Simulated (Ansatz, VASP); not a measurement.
**Ti4W: VASP beside Ansatz**

```
Ti W
1.0
     2.29308    1.32391    4.62728
    -2.29308    1.32391    4.62728
     0.00000   -2.64782    4.62728
Ti W
4 1
Direct
  0.89720 0.89720 0.89720
  0.10280 0.10280 0.10280
  0.31625 0.31625 0.31625
  0.68375 0.68375 0.68375
  0.50000 0.50000 0.50000
```

Alike in both runs: functional PBE; k mesh 12 × 12 × 12; occupations gaussian, width 0.1 eV; no spin polarisation.

Ansatz relaxed the structure, and its values are those at the end. VASP's run is a single point on that final structure, the one shown.

```csv
,VASP,Ansatz
version,VASP 6.6.1,Ansatz 0.2.0
potentials or method,"VASP PAW PBE potentials, release 64 (Ti_sv, W_sv), cutoff 520 eV","scalar-relativistic, plane waves, PAW"
valence electrons in the cell,62,62
```

|  | VASP | Ansatz | Ansatz less VASP |
| --- | --- | --- | --- |
| gap on the k mesh at the Fermi level (eV) | none | none | - |
| pressure (GPa) | -0.1 | 0.0 | +0.12 |
| rms of the force components (eV/Å) | 0.010 | 0.002 | -0.0088 |

A gap of «none» marks a metal or a gap that the smearing closes.

Spin-orbit coupling is off throughout.
